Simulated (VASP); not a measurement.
# Sc (P6_3/mmc) in VASP: a series of runs

Runs on Sc. Level: PBE. Tasks: single point.

All numbers are computed with VASP 6.6.1; they aren't measurements. Logs are shortened: lines on timing, memory, paths and dates and some standing lists are left out, and cuts for length are marked.

### 1 The cell of the first run

Symmetry: P6_3/mmc, No. 194, hexagonal system. Conventional cell: a = 3.195 Å, b = 3.195 Å, c = 5.091 Å, α = 90.00°, β = 90.00°, γ = 120.00°. Within 4.1 Å of Sc (site symmetry -6m2) lie 12 Sc at 3.14 to 3.19 Å.

### 2 Single point, PBE

The input, INCAR:

```
SYSTEM = Sc
ALGO = Normal ; EDIFF = 1E-6
ENCUT = 520 ; GGA = PE
ISIF = 2 ; ISMEAR = 1
LASPH = .True. ; LCHARG = .True.
LELF = .True. ; LREAL = .False.
LVHAR = .True. ; LWAVE = .False.
NBANDS = 18 ; NELM = 100
PREC = Accurate ; SIGMA = 0.1
```

The input, KPOINTS:

```
k-points
0
Gamma
  8 8 5
  0 0 0
```

The input, POSCAR:

```
Sc
1.0
    3.1948043737      0.0000000000      0.0000000000
   -1.5974021868      2.7667816887      0.0000000000
    0.0000000000      0.0000000000      5.0913151718
Sc
2
Direct
    0.3333333333      0.6666666667      0.2500000000
    0.6666666667      0.3333333333      0.7500000000
```

Potentials or basis: VASP PAW PBE potentials, release 64 (Sc_sv).

Command:

```console
cat potpaw_PBE.64/Sc_sv/POTCAR > POTCAR
mpirun -np 1 vasp_std > vasp.out
```

OUTCAR:

```text
SYSTEM = Sc
   EDIFF = 1E-6
   ENCUT = 520
   GGA = PE
   ISIF = 2
   ISMEAR = 1
   LASPH = .True.
   LREAL = .False.
   NELM = 100
   PREC = Accurate

 ion  position               nearest neighbor table
   1  0.333  0.667  0.250-   2 3.14   2 3.14   2 3.14   2 3.14   2 3.14   2 3.14
   2  0.667  0.333  0.750-   1 3.14   1 3.14   1 3.14   1 3.14   1 3.14   1 3.14

  LATTYP: Found a hexagonal cell.
 ALAT       =     3.1948043737
 C/A-ratio  =     1.5936234512

  Lattice vectors:

 A1 = (   3.1948043737,   0.0000000000,   0.0000000000)
 A2 = (  -1.5974021868,   2.7667816887,   0.0000000000)
 A3 = (   0.0000000000,   0.0000000000,   5.0913151718)

Analysis of symmetry for initial positions (statically):
=====================================================================
 Subroutine PRICEL returns:
 Original cell was already a primitive cell.

 Routine SETGRP: Setting up the symmetry group for a
 hexagonal supercell.

 Subroutine GETGRP returns: Found 24 space group operations
 (whereof 12 operations were pure point group operations)
 out of a pool of 24 trial point group operations.

The static configuration has the point symmetry D_3d.
 The point group associated with its full space group is D_6h.

Analysis of symmetry for dynamics (positions and initial velocities):
=====================================================================
 Subroutine PRICEL returns:
 Original cell was already a primitive cell.

 Routine SETGRP: Setting up the symmetry group for a
 hexagonal supercell.

 Subroutine GETGRP returns: Found 24 space group operations
 (whereof 12 operations were pure point group operations)
 out of a pool of 24 trial point group operations.

The dynamic configuration has the point symmetry D_3d.
 The point group associated with its full space group is D_6h.

 Subroutine INISYM returns: Found 24 space group operations
 (whereof 12 operations are pure point group operations),
 and found     1 'primitive' translations

----------------------------------------------------------------------------------------

                                     Primitive cell

  volume of cell :      45.0038

  direct lattice vectors                    reciprocal lattice vectors
     3.194804374  0.000000000  0.000000000     0.313008211  0.180715378  0.000000000
    -1.597402187  2.766781689  0.000000000     0.000000000  0.361430757  0.000000000
     0.000000000  0.000000000  5.091315172     0.000000000  0.000000000  0.196412904

  length of vectors
     3.194804374  3.194804323  5.091315172     0.361430751  0.361430757  0.196412904

  position of ions in fractional coordinates (direct lattice)
     0.333333333  0.666666667  0.250000000
     0.666666667  0.333333333  0.750000000

  ion indices of the primitive-cell ions
   primitive index   ion index
                 1           1
                 2           2

----------------------------------------------------------------------------------------

 KPOINTS: k-points

Automatic generation of k-mesh.
 Grid dimensions read from file:
 generate k-points for:    8    8    5

 Generating k-lattice:

  Cartesian coordinates                     Fractional coordinates (reciprocal lattice)
     0.039126026  0.022589422  0.000000000     0.125000000 -0.000000000  0.000000000
     0.000000000  0.045178845  0.000000000     0.000000000  0.125000000  0.000000000
     0.000000000  0.000000000  0.039282581     0.000000000  0.000000000  0.200000000

  Length of vectors
     0.045178844  0.045178845  0.039282581

  Shift w.r.t. Gamma in fractional coordinates (k-lattice)
     0.000000000  0.000000000  0.000000000

 Subroutine IBZKPT returns following result:
 ===========================================

 Found     30 irreducible k-points:

 Following reciprocal coordinates:
            Coordinates               Weight
  0.000000  0.000000  0.000000      1.000000
  0.125000 -0.000000  0.000000      6.000000
  0.250000 -0.000000  0.000000      6.000000
  0.375000 -0.000000  0.000000      6.000000
  0.500000 -0.000000  0.000000      3.000000
  0.125000  0.125000  0.000000      6.000000
[... 16 lines left out ...]
  0.250000 -0.000000  0.400000     12.000000
  0.375000 -0.000000  0.400000     12.000000
 [... further k-points ...]
   k-points           NKPTS =     30   k-points in BZ     NKDIM =     30   number of bands    NBANDS=     18
   number of dos      NEDOS =    301   number of ions     NIONS =      2
   total plane-waves  NPLWV =  23040
   dimension x,y,z NGX =    24 NGY =   24 NGZ =   40
   dimension x,y,z NGXF=    48 NGYF=   48 NGZF=   80
   ions per type =               2
   NGX,Y,Z   is equivalent  to a cutoff of  12.49, 12.49, 13.06 a.u.
   NGXF,Y,Z  is equivalent  to a cutoff of  24.98, 24.98, 26.12 a.u.
 SYSTEM =  Sc
   PREC   = accura    normal or accurate (medium, high low for compatibility)
   ISTART =      0    job   : 0-new  1-cont  2-samecut
   ICHARG =      2    charge: 1-file 2-atom 10-const
   ISPIN  =      1    spin polarized calculation?
   LNONCOLLINEAR =      F non collinear calculations
   LSORBIT =      F    spin-orbit coupling
   LASPH  =      T    aspherical Exc in radial PAW
   ENCUT  =  520.0 eV  38.22 Ry    6.18 a.u.   5.94  5.94  9.47*2*pi/ulx,y,z
   NELM   =    100;   NELMIN=  2; NELMDL= -5     # of ELM steps
   EDIFF  = 0.1E-05   stopping-criterion for ELM
   LREAL  =      F    real-space projection
   EDIFFG = 0.1E-04   stopping-criterion for IOM
   NSW    =      0    number of steps for IOM
   IBRION =     -1    ionic relax: 0-MD 1-quasi-New 2-CG
   NFREE  =      0    steps in history (QN), initial steepest desc. (CG)
   ISIF   =      2    stress and relaxation
   ISYM   =      2    0-nonsym 1-usesym 2-fastsym
   POTIM  = 0.5000    time-step for ionic-motion
   TEBEG  =    0.0;   TEEND  =   0.0 temperature during run
   PSTRESS=    0.0 pullay stress
   NELECT =      22.0000    total number of electrons
   NUPDOWN=      -1.0000    fix difference up-down
   EMIN   =  10.00;   EMAX   =-10.00  energy-range for DOS
   EFERMI =   0.00;   METHOD = LEGACY
   ISMEAR =     1;   SIGMA  =   0.10  broadening in eV -4-tet -1-fermi 0-gaus
   EFERMI_NEDOS =   21; number of points for ismear=-14 and -15
   IALGO  =     38    algorithm
   IMIX   =      4    mixing-type and parameters
     AMIX     =   0.40;   BMIX     =  1.00
     AMIX_MAG =   1.60;   BMIX_MAG =  1.00
  volume/ion in A,a.u.               =      22.50       151.85
  Fermi-wavevector in a.u.,A,eV,Ry     =   1.289633  2.437052 22.628561  1.663152
  Thomas-Fermi vector in A             =   2.421514
   LORBIT       =      0    0 simple, 1 ext, 2 COOP (PROOUT), +10 PAW based schemes
   GGA     = PE    functional components
   LHFCALC =     F    Hartree Fock is set to
   AEXX    =    0.0000 exact exchange contribution
   IVDW    =     0    specifies the selected vdW correction
   LEPSILON=     F    determine dielectric tensor
   LRPA    =     F    only Hartree local field effects (RPA)
 non-spin polarized calculation
 Methfessel and Paxton  Order N= 1 SIGMA  =   0.10
  energy-cutoff  :      520.00
  volume of cell :       45.00
 maximum number of plane-waves:      1224
 NGX is ok and might be reduce to    24
   NGX = 11   NGY = 11   NGZ = 19

 number of electron      21.9999997 magnetization

 Free energy of the ion-electron system (eV)
  ---------------------------------------------------
  ext. energy  EPLUGINS =         0.00000000
  ---------------------------------------------------
  free energy    TOTEN  =       -12.40868245 eV

  energy without entropy =      -12.40610592  energy(sigma->0) =      -12.40782360

 E-fermi :   4.2382     XC(G=0): -10.2500

 val. band max:        4.2302005306   @ k =   0.3750   0.2500   0.4000
 cond. band min:       4.2545881184   @ k =   0.5000  -0.0000   0.4000
 fundamental gap:      0.0243875878
 Fermi energy:         4.2382070783

 k-point     1 :       0.0000    0.0000    0.0000
  band No.  band energies     occupation
      1     -44.9560      2.00000
      2     -44.8602      2.00000
      3     -23.8539      2.00000
      4     -23.3950      2.00000
      5     -23.3950      2.00000
      6     -23.3168      2.00000
[... 10 lines left out ...]
     17       6.8488      0.00000
     18       6.8488      0.00000

 k-point     2 :       0.1250   -0.0000    0.0000
  band No.  band energies     occupation
      1     -44.9451      2.00000
      2     -44.8558      2.00000
      3     -23.8268      2.00000
      4     -23.4507      2.00000
      5     -23.4131      2.00000
      6     -23.3743      2.00000
[... 10 lines left out ...]
     17       6.6294      0.00000
     18       6.6805      0.00000

 k-point     3 :       0.2500   -0.0000    0.0000
  band No.  band energies     occupation
      1     -44.9176      2.00000
      2     -44.8464      2.00000
      3     -23.7544      2.00000
      4     -23.5867      2.00000
      5     -23.5077      2.00000
      6     -23.4546      2.00000
[... 10 lines left out ...]
     17       7.0783      0.00000
     18       7.3480      0.00000

 k-point     4 :       0.3750   -0.0000    0.0000
  band No.  band energies     occupation
      1     -44.8868      2.00000
      2     -44.8402      2.00000
      3     -23.7240      2.00000
      4     -23.6625      2.00000
      5     -23.6341      2.00000
      6     -23.4941      2.00000
[... 10 lines left out ...]
     17       8.0152      0.00000
     18       8.1599      0.00000

 k-point     5 :       0.5000   -0.0000    0.0000
  band No.  band energies     occupation
      1     -44.8713      2.00000
      2     -44.8402      2.00000
      3     -23.7809      2.00000
      4     -23.6848      2.00000
      5     -23.6088      2.00000
      6     -23.5100      2.00000
[... 10 lines left out ...]
     17       8.6403      0.00000
     18       8.6582      0.00000

 k-point     6 :       0.1250    0.1250    0.0000
  band No.  band energies     occupation
      1     -44.9259      2.00000
      2     -44.8489      2.00000
      3     -23.7769      2.00000
      4     -23.5281      2.00000
      5     -23.4996      2.00000
      6     -23.4192      2.00000
[... 10 lines left out ...]
     17       6.8012      0.00000
     18       7.2449      0.00000

 k-point     7 :       0.2500    0.1250    0.0000
  band No.  band energies     occupation
      1     -44.8964      2.00000
      2     -44.8414      2.00000
      3     -23.6931      2.00000
      4     -23.6544      2.00000
      5     -23.6017      2.00000
      6     -23.4829      2.00000
[... 10 lines left out ...]
     17       7.7258      0.00000
     18       8.1450      0.00000

 k-point     8 :       0.3750    0.1250    0.0000
  band No.  band energies     occupation
      1     -44.8715      2.00000
      2     -44.8401      2.00000
      3     -23.7504      2.00000
      4     -23.6608      2.00000
      5     -23.6099      2.00000
      6     -23.5335      2.00000
[... 10 lines left out ...]
     17       8.3908      0.00000
     18       8.5465      0.00000
[... 229 lines left out ...]
     17       8.0099      0.00000
     18       8.5492      0.00000

 k-point    20 :       0.3750    0.2500    0.2000
  band No.  band energies     occupation
      1     -44.8555      2.00000
      2     -44.8450      2.00000
      3     -23.7339      2.00000
      4     -23.6792      2.00000
      5     -23.6367      2.00000
      6     -23.5200      2.00000
[... 10 lines left out ...]
     17       8.0846      0.00000
     18       8.4085      0.00000

 k-point    21 :       0.0000    0.0000    0.4000
  band No.  band energies     occupation
      1     -44.9231      2.00000
      2     -44.8935      2.00000
      3     -23.6651      2.00000
      4     -23.4915      2.00000
      5     -23.3680      2.00000
      6     -23.3680      2.00000
[... 10 lines left out ...]
     17       7.6805      0.00000
     18       7.6805      0.00000

 k-point    22 :       0.1250   -0.0000    0.4000
  band No.  band energies     occupation
      1     -44.9144      2.00000
      2     -44.8869      2.00000
      3     -23.6655      2.00000
      4     -23.5203      2.00000
      5     -23.4086      2.00000
      6     -23.3826      2.00000
[... 10 lines left out ...]
     17       7.6235      0.00000
     18       7.7047      0.00000

 k-point    23 :       0.2500   -0.0000    0.4000
  band No.  band energies     occupation
      1     -44.8931      2.00000
      2     -44.8711      2.00000
      3     -23.6977      2.00000
      4     -23.6240      2.00000
      5     -23.4712      2.00000
      6     -23.4170      2.00000
[... 10 lines left out ...]
     17       7.6765      0.00000
     18       7.8381      0.00000

 k-point    24 :       0.3750   -0.0000    0.4000
  band No.  band energies     occupation
      1     -44.8707      2.00000
      2     -44.8563      2.00000
      3     -23.7822      2.00000
      4     -23.7430      2.00000
      5     -23.4762      2.00000
      6     -23.4505      2.00000
[... 10 lines left out ...]
     17       8.2063      0.00000
     18       8.2263      0.00000

 [... further k-points ...]
[... 5 lines left out ...]
  --------------------------------------------------------------------------------------
  -------------------------------------------------------------------------------------
  Total        1.7961439      1.7961439      1.4086573      0.0000000      0.0000000     -0.0000000
  in kB       63.9444083     63.9444055     50.1495204      0.0000000      0.0000000     -0.0000000
  external PRESSURE =      59.3461114 kB  Pullay stress =       0.0000000 kB

 VOLUME and BASIS-vectors are now :
 -----------------------------------------------------------------------------
  energy-cutoff  :      520.00
  volume of cell :       45.00
      direct lattice vectors                 reciprocal lattice vectors
     3.194804374  0.000000000  0.000000000     0.313008211  0.180715378  0.000000000
    -1.597402187  2.766781689  0.000000000     0.000000000  0.361430757  0.000000000
     0.000000000  0.000000000  5.091315172     0.000000000  0.000000000  0.196412904

 POSITION                                       TOTAL-FORCE (eV/Angst)
 -----------------------------------------------------------------------------------
     -0.00000      1.84452      1.27283         0.000000      0.000000      0.000000
      1.59740      0.92226      3.81849        -0.000000     -0.000000      0.000000
 -----------------------------------------------------------------------------------
    total drift:                               -0.000000      0.000000     -0.000000

  FREE ENERGIE OF THE ION-ELECTRON SYSTEM (eV)
  ---------------------------------------------------
  free  energy   TOTEN  =       -12.4086824464 eV

  energy  without entropy=      -12.4061059210  energy(sigma->0) =      -12.40782360
```

Run time: 11 s. Hardware: 1 thread of Intel Xeon Platinum 8559C (Emerald Rapids), shared host; peak memory 0.16 GiB.

What came out:

```
Free energy            : -12.4087 eV
Pressure               : 5.9 GPa
Band gap on the k mesh : zero (band 11 reaches 4.96 eV, above the bottom of band 12 at 3.75 eV)
```

### 3 Single point, PBE

This run uses another cell than the first one, of 23.13 Å³/atom, 1.028 times its volume.

The input, INCAR:

```
SYSTEM = Sc
PREC     = Accurate       ! precision mode
ENCUT    = 520            ! plane-wave cutoff, eV
EDIFF    = 1E-6           ! SCF threshold, eV
ISMEAR   = 1              ! smearing method
SIGMA    = 0.1            ! smearing width, eV
LREAL    = .FALSE.        ! projectors in reciprocal space
LASPH    = .TRUE.         ! aspherical terms in the spheres
NELM     = 80             ! most SCF steps
ALGO     = Normal         ! electronic algorithm
ISIF     = 2              ! what is computed and relaxed
LWAVE    = .FALSE.        ! write WAVECAR
LCHARG   = .FALSE.        ! write CHGCAR
GGA      = PE             ! functional
NBANDS   = 18             ! bands
```

The input, KPOINTS:

```
Automatic mesh
0
G
  8 8 5
  0 0 0
```

The input, POSCAR:

```
Sc
1.0
    3.2241161428      0.0000000000      0.0000000000
   -1.6120580714      2.7921664249      0.0000000000
    0.0000000000      0.0000000000      5.1380270946
Sc
2
Direct
    0.3333333333      0.6666666667      0.2500000000
    0.6666666667      0.3333333333      0.7500000000
```

Potentials or basis: VASP PAW PBE potentials, release 64 (Sc_sv).

Command:

```console
cat potpaw_PBE.64/Sc_sv/POTCAR > POTCAR
mpirun -np 1 vasp_std > vasp.out
```

Wall time 13 s (1 thread of Intel Xeon Platinum 8559C (Emerald Rapids), shared host); peak memory 0.16 GiB.

The run converged. Its results:

```yaml
Free_energy: -12.4480 eV
Pressure: 4.0 GPa
Band_gap_on_the_k_mesh: zero (band 11 reaches 4.77 eV, above the bottom of band 12 at 3.58 eV)
```

Stress tensor (GPa, compression positive):
```
4.45 0.00 0.00
0.00 4.45 0.00
0.00 0.00 3.13
```

Levels at points of the mesh, in eV from the Fermi level:
| k point | band 8 | band 9 | band 10 | band 11 | band 12 | band 13 | band 14 | band 15 |
| --- | --- | --- | --- | --- | --- | --- | --- | --- |
| (0.00, 0.00, 0.00) | -27.62 | -5.25 | -1.76 | 0.58 | 1.68 | 1.68 | 1.81 | 2.14 |
| (0.50, 0.00, 0.00) | -27.70 | -1.62 | -1.14 | -0.80 | -0.25 | 1.30 | 1.48 | 1.89 |

### 4 Single point, PBE

This run uses another cell than the first one, of 23.75 Å³/atom, 1.056 times its volume.

The input, INCAR:

```
SYSTEM = Sc
PREC = Accurate ; ENCUT = 520
EDIFF = 1E-6 ; ISMEAR = 1
SIGMA = 0.1 ; LREAL = .False.
LASPH = .True. ; NELM = 60
ALGO = Normal ; ISIF = 2
LWAVE = .False. ; LCHARG = .True.
GGA = PE ; LELF = .True.
LVHAR = .True. ; NBANDS = 18
```

The input, KPOINTS:

```
Automatic mesh
0
Gamma
  8 8 5
  0 0 0
```

The input, POSCAR:

```
Sc
1.0
    3.2529044174      0.0000000000      0.0000000000
   -1.6264522087      2.8170978014      0.0000000000
    0.0000000000      0.0000000000      5.1839047640
Sc
2
Direct
    0.3333333333      0.6666666667      0.2500000000
    0.6666666667      0.3333333333      0.7500000000
```

Command:

```console
cat potpaw_PBE.64/Sc_sv/POTCAR > POTCAR
mpirun -np 1 vasp_std > vasp.out
```

Wall time 14 s (1 thread of Intel Xeon Platinum 8559C (Emerald Rapids), shared host); peak memory 0.16 GiB.

Results (log left out):

- Free energy: -12.4730 eV
- Pressure: 2.3 GPa
- Band gap on the k mesh: zero (band 11 reaches 4.60 eV, above the bottom of band 12 at 3.43 eV)

Stress tensor (GPa, compression positive):
```
2.71 0.00 0.00
0.00 2.71 0.00
0.00 0.00 1.43
```

Levels at points of the mesh, in eV from the Fermi level:
```csv
k point,band 9,band 10,band 11,band 12,band 13,band 14
"(0.00, 0.00, 0.00)",-5.21,-1.73,0.52,1.65,1.65,1.77
"(0.50, 0.00, 0.00)",-1.61,-1.10,-0.76,-0.27,1.27,1.45
```

### 5 Single point, PBE

This run uses another cell than the first one, of 24.38 Å³/atom, 1.083 times its volume.

The input, INCAR:

```
PREC = Accurate
ENCUT = 520
EDIFF = 1E-7
ISMEAR = 1
SIGMA = 0.1
LREAL = False
LASPH = True
NELM = 100
ALGO = Normal
ISIF = 2
LWAVE = False
LCHARG = True
GGA = PE
LELF = True
LVHAR = True
NBANDS = 18
```

The input, KPOINTS:

```
regular mesh
0
Gamma
  8 8 5
```

The input, POSCAR:

```
Sc
1.0
    3.2811919626      0.0000000000      0.0000000000
   -1.6405959813      2.8415955337      0.0000000000
    0.0000000000      0.0000000000      5.2289844595
Sc
2
Direct
    0.3333333333      0.6666666667      0.2500000000
    0.6666666667      0.3333333333      0.7500000000
```

Command:

```console
cat potpaw_PBE.64/Sc_sv/POTCAR > POTCAR
mpirun -np 1 vasp_std > vasp.out
```

Run time: 14 s. Hardware: 1 thread of Intel Xeon Platinum 8559C (Emerald Rapids), shared host; peak memory 0.16 GiB.

It converged, with:

```yaml
Free_energy: -12.4853 eV
Pressure: 0.7 GPa
Band_gap_on_the_k_mesh: zero (band 11 reaches 4.43 eV, above the bottom of band 12 at 3.28 eV)
```

Stress tensor (GPa, compression positive):
```
 1.16  0.00  0.00
 0.00  1.16  0.00
 0.00  0.00 -0.09
```

Levels at points of the mesh, in eV from the Fermi level:
```
           k point  band 9  band 10  band 11  band 12  band 13  band 14
(0.00, 0.00, 0.00)   -5.16    -1.70     0.46     1.61     1.61     1.73
(0.50, 0.00, 0.00)   -1.60    -1.07    -0.72    -0.29     1.23     1.42
```

### 6 Overview

```tsv
cell	gap on the mesh (eV)	pressure (GPa)
a = 3.195, b = 3.195, c = 5.091 Å, angles 90.0, 90.0, 120.0°, 2 atoms	none	5.9
a = 3.224, b = 3.224, c = 5.138 Å, angles 90.0, 90.0, 120.0°, 2 atoms	none	4.0
a = 3.253, b = 3.253, c = 5.184 Å, angles 90.0, 90.0, 120.0°, 2 atoms	none	2.3
a = 3.281, b = 3.281, c = 5.229 Å, angles 90.0, 90.0, 120.0°, 2 atoms	none	0.7
```

Alike in all rows: task single point; level PBE; potentials or basis VASP PAW PBE potentials, release 64 (Sc_sv); no spin polarisation; k mesh 8 × 8 × 5; cutoff (eV) 520; smearing methfessel-paxton 0.1 eV.

Absolute energies hang on the potentials; compare differences alone.
